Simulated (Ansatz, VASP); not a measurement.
One calculation of BP, two programs

```
B P
1.0
     0.00000    1.83941    1.83941
     1.83941    0.00000    1.83941
     1.83941    1.83941    0.00000
B P
1 1
Direct
  0.00000 0.00000 0.00000
  0.25000 0.25000 0.25000
```

Change from the starting cell: volume scaled by 0.55, crystal datasets.

Alike in both runs: task single point; functional LDA; k mesh 15 × 15 × 15; occupations fermi-dirac, width 0.08 eV; no spin polarisation.

```csv
,VASP,Ansatz
version,VASP 6.6.1,Ansatz 0.2.0
potentials or method,"VASP PAW LDA potentials, release 64 (B, P), cutoff 500 eV","all-electron PAW with datasets made for the crystal, scalar-relativistic"
```

|  | VASP | Ansatz | Ansatz less VASP |
| --- | --- | --- | --- |
| pressure (GPa) | 305.7 | 307.1 | +1.42 |

LDA's correlation is that of Perdew and Zunger in VASP and of Perdew and Wang (1992) in Ansatz. Both programs put the cell under a high pressure, so it lies far from rest at this level. Ansatz ran all-electron here, and VASP with PAW potentials.

Noted on VASP's run: the cell as given lies far from equilibrium.
